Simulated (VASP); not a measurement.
# Ge (Pmna) in VASP: single point with PBE

Aim: the single point of Ge with PBE.

Program: VASP 6.6.1. These are calculated values, not measurements. Logs are shortened: lines on timing, memory, paths and dates and some standing lists are left out, and cuts for length are marked.

## (1) The cell of the first run

It takes space group Pmna (No. 53, orthorhombic). The conventional cell has a = 7.680 Å, b = 5.749 Å, c = 3.743 Å, α = 90.00°, β = 90.00°, γ = 90.00°. Ge (site symmetry m) has 3 Ge at 2.30 to 2.33 Å within 3.0 Å. Within 3.0 Å of Ge (site symmetry 2) lie 4 Ge at 2.30 Å.

The cell was built from a structure type or drawn by symmetry, and may not be a known phase.

## (2) Single point, PBE

Input file INCAR:

```
SYSTEM = Ge
  PREC = Accurate
  ENCUT = 520
  EDIFF = 1E-6
  ISMEAR = 0
  SIGMA = 0.1
  LREAL = .FALSE.
  LASPH = .TRUE.
  NELM = 60
  ALGO = Normal
  ISIF = 2
  LWAVE = .FALSE.
  LCHARG = .FALSE.
  GGA = PE
  NBANDS = 66
```

Input file KPOINTS:

```
Automatic mesh
0
G
  2 4 4
  0 0 0
```

Input file POSCAR:

```
Ge
1.0
    7.6799103400      0.0000000000      0.0000000000
    0.0000000000      5.7493380000      0.0000000000
    0.0000000000      0.0000000000      3.7426662700
Ge
8
Direct
    0.0000000000      0.1697209300      0.1690973500
    0.5000000000      0.8302790700      0.6690973500
    0.5000000000      0.1697209300      0.3309026500
    0.0000000000      0.8302790700      0.8309026500
    0.2500000000      0.3832403400      0.2500000000
    0.2500000000      0.6167596600      0.7500000000
    0.7500000000      0.6167596600      0.7500000000
    0.7500000000      0.3832403400      0.2500000000
```

Potentials or basis: VASP PAW PBE potentials, release 64 (Ge_d).

Launch:

```console
cat potpaw_PBE.64/Ge_d/POTCAR > POTCAR
mpirun -np 1 vasp_std > vasp.out
```

OUTCAR:

```text
SYSTEM = Ge
   PREC = Accurate
   ENCUT = 520
   EDIFF = 1E-6
   ISMEAR = 0
   LREAL = .FALSE.
   LASPH = .TRUE.
   NELM = 60
   ISIF = 2
   GGA = PE

 ion  position               nearest neighbor table
   1  0.000  0.170  0.169-   5 2.30   8 2.30   4 2.33
   2  0.500  0.830  0.669-   6 2.30   7 2.30   3 2.33
   3  0.500  0.170  0.331-   5 2.30   8 2.30   2 2.33
   4  0.000  0.830  0.831-   6 2.30   7 2.30   1 2.33
   5  0.250  0.383  0.250-   1 2.30   3 2.30   6 2.30   6 2.30
   6  0.250  0.617  0.750-   2 2.30   4 2.30   5 2.30   5 2.30
   7  0.750  0.617  0.750-   2 2.30   4 2.30   8 2.30   8 2.30
   8  0.750  0.383  0.250-   1 2.30   3 2.30   7 2.30   7 2.30

  LATTYP: Found a simple orthorhombic cell.
 ALAT       =     3.7426662700
 B/A-ratio  =     1.5361610107
 C/A-ratio  =     2.0519890864

  Lattice vectors:

 A1 = (   0.0000000000,   0.0000000000,  -3.7426662700)
 A2 = (   0.0000000000,   5.7493380000,   0.0000000000)
 A3 = (   7.6799103400,   0.0000000000,   0.0000000000)

Analysis of symmetry for initial positions (statically):
=====================================================================
 Subroutine PRICEL returns:
 Original cell was already a primitive cell.

 Routine SETGRP: Setting up the symmetry group for a
 simple orthorhombic supercell.

 Subroutine GETGRP returns: Found  8 space group operations
 (whereof  4 operations were pure point group operations)
 out of a pool of  8 trial point group operations.

The static configuration has the point symmetry C_2h.
 The point group associated with its full space group is D_2h.

Analysis of symmetry for dynamics (positions and initial velocities):
=====================================================================
 Subroutine PRICEL returns:
 Original cell was already a primitive cell.

 Routine SETGRP: Setting up the symmetry group for a
 simple orthorhombic supercell.

 Subroutine GETGRP returns: Found  8 space group operations
 (whereof  4 operations were pure point group operations)
 out of a pool of  8 trial point group operations.

The dynamic configuration has the point symmetry C_2h.
 The point group associated with its full space group is D_2h.

 Subroutine INISYM returns: Found  8 space group operations
 (whereof  4 operations are pure point group operations),
 and found     1 'primitive' translations

----------------------------------------------------------------------------------------

                                     Primitive cell

  volume of cell :     165.2552

  direct lattice vectors                    reciprocal lattice vectors
     7.679910340  0.000000000  0.000000000     0.130209853  0.000000000  0.000000000
     0.000000000  5.749338000  0.000000000     0.000000000  0.173933068  0.000000000
     0.000000000  0.000000000  3.742666270     0.000000000  0.000000000  0.267189198

  length of vectors
     7.679910340  5.749338000  3.742666270     0.130209853  0.173933068  0.267189198

  position of ions in fractional coordinates (direct lattice)
     0.000000000  0.169720930  0.169097350
     0.500000000  0.830279070  0.669097350
     0.500000000  0.169720930  0.330902650
     0.000000000  0.830279070  0.830902650
     0.250000000  0.383240340  0.250000000
     0.250000000  0.616759660  0.750000000
     0.750000000  0.616759660  0.750000000
     0.750000000  0.383240340  0.250000000

  ion indices of the primitive-cell ions
   primitive index   ion index
                 1           1
                 2           2
                 3           3
                 4           4
                 5           5
                 6           6
                 7           7
                 8           8

----------------------------------------------------------------------------------------

 KPOINTS: Automatic mesh

Automatic generation of k-mesh.
 Grid dimensions read from file:
 generate k-points for:    2    4    4

 Generating k-lattice:

  Cartesian coordinates                     Fractional coordinates (reciprocal lattice)
     0.065104927  0.000000000  0.000000000     0.500000000  0.000000000  0.000000000
     0.000000000  0.043483267  0.000000000     0.000000000  0.250000000  0.000000000
     0.000000000  0.000000000  0.066797300     0.000000000  0.000000000  0.250000000

  Length of vectors
     0.065104927  0.043483267  0.066797300

  Shift w.r.t. Gamma in fractional coordinates (k-lattice)
     0.000000000  0.000000000  0.000000000

 Subroutine IBZKPT returns following result:
 ===========================================

 Found     18 irreducible k-points:

 Following reciprocal coordinates:
            Coordinates               Weight
  0.000000  0.000000  0.000000      1.000000
  0.500000  0.000000  0.000000      1.000000
  0.000000  0.250000  0.000000      2.000000
  0.500000  0.250000  0.000000      2.000000
  0.000000  0.500000  0.000000      1.000000
  0.500000  0.500000  0.000000      1.000000
[... 10 lines left out ...]
  0.000000  0.500000  0.500000      1.000000
  0.500000  0.500000  0.500000      1.000000
   k-points           NKPTS =     18   k-points in BZ     NKDIM =     18   number of bands    NBANDS=     66
   number of dos      NEDOS =    301   number of ions     NIONS =      8
   total plane-waves  NPLWV =  80640
   dimension x,y,z NGX =    60 NGY =   48 NGZ =   28
   dimension x,y,z NGXF=   120 NGYF=   96 NGZF=   56
   ions per type =               8
   NGX,Y,Z   is equivalent  to a cutoff of  12.99, 13.88, 12.44 a.u.
   NGXF,Y,Z  is equivalent  to a cutoff of  25.98, 27.76, 24.87 a.u.
 SYSTEM =  Ge
   PREC   = accura    normal or accurate (medium, high low for compatibility)
   ISTART =      0    job   : 0-new  1-cont  2-samecut
   ICHARG =      2    charge: 1-file 2-atom 10-const
   ISPIN  =      1    spin polarized calculation?
   LNONCOLLINEAR =      F non collinear calculations
   LSORBIT =      F    spin-orbit coupling
   LASPH  =      T    aspherical Exc in radial PAW
   ENCUT  =  520.0 eV  38.22 Ry    6.18 a.u.  14.28 10.69  6.96*2*pi/ulx,y,z
   NELM   =     60;   NELMIN=  2; NELMDL= -5     # of ELM steps
   EDIFF  = 0.1E-05   stopping-criterion for ELM
   LREAL  =      F    real-space projection
[... 7 lines left out ...]
   TEBEG  =    0.0;   TEEND  =   0.0 temperature during run
   PSTRESS=    0.0 pullay stress
   NELECT =     112.0000    total number of electrons
   NUPDOWN=      -1.0000    fix difference up-down
   EMIN   =  10.00;   EMAX   =-10.00  energy-range for DOS
   EFERMI =   0.00;   METHOD = LEGACY
   ISMEAR =     0;   SIGMA  =   0.10  broadening in eV -4-tet -1-fermi 0-gaus
   EFERMI_NEDOS =   21; number of points for ismear=-14 and -15
   IALGO  =     38    algorithm
   IMIX   =      4    mixing-type and parameters
     AMIX     =   0.40;   BMIX     =  1.00
     AMIX_MAG =   1.60;   BMIX_MAG =  1.00
  volume/ion in A,a.u.               =      20.66       139.40
  Fermi-wavevector in a.u.,A,eV,Ry     =   1.438012  2.717448 28.135190  2.067878
  Thomas-Fermi vector in A             =   2.557026
   LORBIT       =      0    0 simple, 1 ext, 2 COOP (PROOUT), +10 PAW based schemes
   GGA     = PE    functional components
   LHFCALC =     F    Hartree Fock is set to
   AEXX    =    0.0000 exact exchange contribution
   IVDW    =     0    specifies the selected vdW correction
   LEPSILON=     F    determine dielectric tensor
   LRPA    =     F    only Hartree local field effects (RPA)
 non-spin polarized calculation
 Gauss-broadening in eV      SIGMA  =   0.10
  energy-cutoff  :      520.00
  volume of cell :      165.26
 maximum number of plane-waves:      4472
 NGX is ok and might be reduce to    60
   NGX = 29   NGY = 21   NGZ = 13

 number of electron     112.0000013 magnetization

 Free energy of the ion-electron system (eV)
  ---------------------------------------------------
  ext. energy  EPLUGINS =         0.00000000
  ---------------------------------------------------
  free energy    TOTEN  =       -32.04507154 eV

  energy without entropy =      -32.02277687  energy(sigma->0) =      -32.03392420

 E-fermi :   6.3518     XC(G=0): -10.4002

 val. band max:        6.3215969091   @ k =   0.0000   0.5000   0.0000
 cond. band min:       6.3546342881   @ k =   0.0000   0.2500   0.2500
 fundamental gap:      0.0330373790
 Fermi energy:         6.3517749059

 k-point     1 :       0.0000    0.0000    0.0000
  band No.  band energies     occupation
      1     -19.3340      2.00000
      2     -19.3243      2.00000
      3     -19.3057      2.00000
      4     -19.2798      2.00000
      5     -19.2765      2.00000
      6     -19.2407      2.00000
[... 58 lines left out ...]
     65      10.5032      0.00000
     66      11.0464      0.00000

 k-point     2 :       0.5000    0.0000    0.0000
  band No.  band energies     occupation
      1     -19.3363      2.00000
      2     -19.3363      2.00000
      3     -19.2995      2.00000
      4     -19.2995      2.00000
      5     -19.2378      2.00000
      6     -19.2378      2.00000
[... 58 lines left out ...]
     65      10.1744      0.00000
     66      10.1744      0.00000

 k-point     3 :       0.0000    0.2500    0.0000
  band No.  band energies     occupation
      1     -19.3203      2.00000
      2     -19.3195      2.00000
      3     -19.3047      2.00000
      4     -19.2708      2.00000
      5     -19.2697      2.00000
      6     -19.2398      2.00000
[... 1024 lines left out ...]
     65      10.1403      0.00000
     66      10.1403      0.00000

 k-point    18 :       0.5000    0.5000    0.5000
  band No.  band energies     occupation
      1     -19.3147      2.00000
      2     -19.3147      2.00000
      3     -19.3117      2.00000
      4     -19.3117      2.00000
      5     -19.2783      2.00000
      6     -19.2783      2.00000
[... 58 lines left out ...]
     65      11.9922      0.00000
     66      12.0236      0.00000

------------------------ aborting loop because EDIFF is reached ----------------------------------------

  FORCE on cell =-STRESS in cart. coord.  units (eV):
  Direction    XX          YY          ZZ          XY          YZ          ZX
  --------------------------------------------------------------------------------------
  -------------------------------------------------------------------------------------
  Total       25.0971033     15.5270735     12.0723223      0.0000000     -0.0000000      0.0000000
  in kB      243.3207162    150.5376377    117.0432329      0.0000000     -0.0000000      0.0000000
  external PRESSURE =     170.3005289 kB  Pullay stress =       0.0000000 kB

 VOLUME and BASIS-vectors are now :
 -----------------------------------------------------------------------------
  energy-cutoff  :      520.00
  volume of cell :      165.26
      direct lattice vectors                 reciprocal lattice vectors
     7.679910340  0.000000000  0.000000000     0.130209853  0.000000000  0.000000000
     0.000000000  5.749338000  0.000000000     0.000000000  0.173933068  0.000000000
     0.000000000  0.000000000  3.742666270     0.000000000  0.000000000  0.267189198

 POSITION                                       TOTAL-FORCE (eV/Angst)
 -----------------------------------------------------------------------------------
      0.00000      0.97578      0.63287        -0.000000     -1.338015      0.838766
      3.83996      4.77356      2.50421        -0.000000      1.338015      0.838766
      3.83996      0.97578      1.23846        -0.000000     -1.338015     -0.838766
      0.00000      4.77356      3.10979        -0.000000      1.338015     -0.838766
      1.91998      2.20338      0.93567         0.000000     -0.518569      0.000000
      1.91998      3.54596      2.80700         0.000000      0.518569      0.000000
      5.75993      3.54596      2.80700        -0.000000      0.518569     -0.000000
      5.75993      2.20338      0.93567        -0.000000     -0.518569     -0.000000
 -----------------------------------------------------------------------------------
    total drift:                                0.000000     -0.000000     -0.000000

  FREE ENERGIE OF THE ION-ELECTRON SYSTEM (eV)
  ---------------------------------------------------
  free  energy   TOTEN  =       -32.0450715372 eV

  energy  without entropy=      -32.0227768699  energy(sigma->0) =      -32.03392420
```

Wall time 4.7 min (1 thread of Intel Xeon 8259CL, shared host); peak memory 0.34 GiB.

Results:

```
Free energy            : -32.0451 eV
Pressure               : 17.0 GPa
Largest force          : 1.579 eV/Å
Band gap on the k mesh : zero (bands 56 and 57 overlap by 1.57 eV)
```

Forces in eV/Å, atoms in the order of the input:
```
Ge   0.000 -1.338  0.839
Ge   0.000  1.338  0.839
Ge   0.000 -1.338 -0.839
Ge   0.000  1.338 -0.839
Ge   0.000 -0.519  0.000
Ge   0.000  0.519  0.000
Ge   0.000  0.519  0.000
Ge   0.000 -0.519  0.000
```

Stress tensor (GPa, compression positive):
```
24.33  0.00  0.00
 0.00 15.05  0.00
 0.00  0.00 11.70
```

Caveat: the k points lie up to 0.42 Å⁻¹ apart, too coarse for converged energies and pressures of a metal; forces of over 1 eV/Å act on the atoms, so gaps and moduli don't describe the material at rest.
